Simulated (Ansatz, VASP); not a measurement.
One calculation of H3C2N2O, two programs

```xyz
32
Lattice="3.6664 -3.6795 0.0000 3.6664 3.6795 0.0000 0.0000 0.0000 10.6988" Properties=species:S:1:pos:R:3 pbc="T T T"
H     5.7285   -1.2345    6.4025
H     1.6044    1.2345    1.0531
H     5.7285    1.2345    4.2963
H     1.6044   -1.2345    9.6456
H     1.6044    1.2345    4.2963
H     5.7285   -1.2345    9.6456
H     1.6044   -1.2345    6.4025
H     5.7285    1.2345    1.0531
H     4.8991    0.5516    8.0241
H     2.4338   -0.5516    2.6747
H     4.8991   -0.5516    2.6747
H     2.4338    0.5516    8.0241
C     4.4531   -0.4498    8.0241
C     2.8798    0.4498    2.6747
C     4.4531    0.4498    2.6747
C     2.8798   -0.4498    8.0241
C     3.6664   -1.5136    6.1009
C     3.6664    1.5136    0.7515
C     3.6664    1.5136    4.5979
C     3.6664   -1.5136    9.9473
N     4.7768   -1.1579    6.8026
N     2.5561    1.1579    1.4532
N     4.7768    1.1579    3.8962
N     2.5561   -1.1579    9.2455
N     2.5561    1.1579    3.8962
N     4.7768   -1.1579    9.2455
N     2.5561   -1.1579    6.8026
N     4.7768    1.1579    1.4532
O     3.6664   -2.0748    4.9786
O     3.6664    2.0748   10.3280
O     3.6664    2.0748    5.7202
O     3.6664   -2.0748    0.3708
```

Alike in both runs: functional PBE; dispersion D3(BJ); k mesh 4 × 4 × 2; occupations gaussian, width 0.02 eV; no spin polarisation.

Ansatz relaxed the structure, and its values are those at the end. VASP's run is a single point on that final structure, the one shown.

|  | VASP | Ansatz |
| --- | --- | --- |
| version | VASP 6.6.1 | Ansatz 0.2.0 |
| potentials or method | VASP PAW PBE potentials, release 64 (H, C, N, O), cutoff 520 eV | scalar-relativistic, plane waves, PAW |
| valence electrons in the cell | 108 | 108 |

Ansatz gave:

```
gap on the k mesh at the Fermi level (eV) : 4.88
least direct gap on the mesh (eV)         : 4.88
pressure (GPa)                            : 0.0
rms of the force components (eV/Å)        : 0.002
```

Which values does VASP return?

gap on the k mesh at the Fermi level (eV): 4.87; least direct gap on the mesh (eV): 4.87; pressure (GPa): 0.3; rms of the force components (eV/Å): 0.092.

Noted on VASP's run: the standard files for N, O and F lose accuracy on very short bonds.
